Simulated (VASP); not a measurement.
The system is Pt.

```
Pt
1.0
    -1.58422    1.58422    1.58422
     1.58422   -1.58422    1.58422
     1.58422    1.58422   -1.58422
Pt
1
Direct
  0.00000 0.00000 0.00000
```

| Property | Result |
| --- | --- |
| Program | VASP 6.6.1 |
| Task | relaxation of cell and atoms |
| Functional | LDA |
| Potentials or basis | VASP PAW LDA potentials, release 64 (Pt) |
| Cutoff | 600 eV |
| k mesh | 11 × 11 × 11 |
| Occupations | fermi-dirac, width 0.05 eV |
| Spin | no spin polarisation |

At the start: pressure -15.0 GPa; volume 15.90 Å³/atom.

Where does the relaxation end?

Over 4 steps the energy falls by 46.3 meV/atom and the volume is 14.99 Å³/atom (-5.7 %); space group Im-3m (No. 229, to 0.05 Å).

The path:
```
step  energy change (eV)  largest force (eV/Å)  pressure (GPa)  volume (Å³)
   1              0.0000                0.0000          -14.96        15.90
   2              0.3916                0.0000           73.73        12.72
   3             -0.0462                0.0000           -1.11        15.03
   4             -0.0463                0.0000           -0.30        14.99
```

Final structure:
```
CELL_PARAMETERS angstrom
-1.55331 1.55331 1.55331
1.55331 -1.55331 1.55331
1.55331 1.55331 -1.55331
ATOMIC_POSITIONS crystal
Pt 0.00000 0.00000 0.00000
```
